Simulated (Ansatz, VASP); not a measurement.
# CaAs2O5 in VASP and in Ansatz

```
CELL_PARAMETERS angstrom
6.33184 0.00000 0.00000
-3.16592 5.48353 0.00000
0.00000 0.00000 3.74967
ATOMIC_POSITIONS crystal
Ca 0.00000 0.00000 0.00000
As 0.33333 0.66667 0.50000
As 0.66667 0.33333 0.50000
O 0.33333 0.66667 0.00000
O 0.98954 0.49477 0.50000
O 0.50523 0.49477 0.50000
O 0.50523 0.01046 0.50000
O 0.66667 0.33333 0.00000
```

Alike in both runs: functional PBE; k mesh 3 × 3 × 6; occupations gaussian, width 0.1 eV; no spin polarisation.

Ansatz relaxed the structure, and its values are those at the end. VASP's run is a single point on that final structure, the one shown.

|  | VASP | Ansatz |
| --- | --- | --- |
| version | VASP 6.6.1 | Ansatz 0.2.0 |
| potentials or method | VASP PAW PBE potentials, release 64 (Ca_sv, As, O), cutoff 520 eV | scalar-relativistic, plane waves, PAW |
| valence electrons in the cell | 50 | 70 |

```tsv
	VASP	Ansatz	Ansatz less VASP
gap on the k mesh at the Fermi level (eV)	none	none	-
pressure (GPa)	0.7	0.0	-0.64
rms of the force components (eV/Å)	0.050	0.000	-0.0501
```

A gap of «none» marks a metal or a gap that the smearing closes. With one functional, cell and mesh, what is left measures potentials, basis and numerics. VASP's potentials hold 50 valence electrons a cell and Ansatz's 70, so a difference there can come from the potentials and not from the codes.

The k mesh is coarse, so the values compare programs but aren't converged.
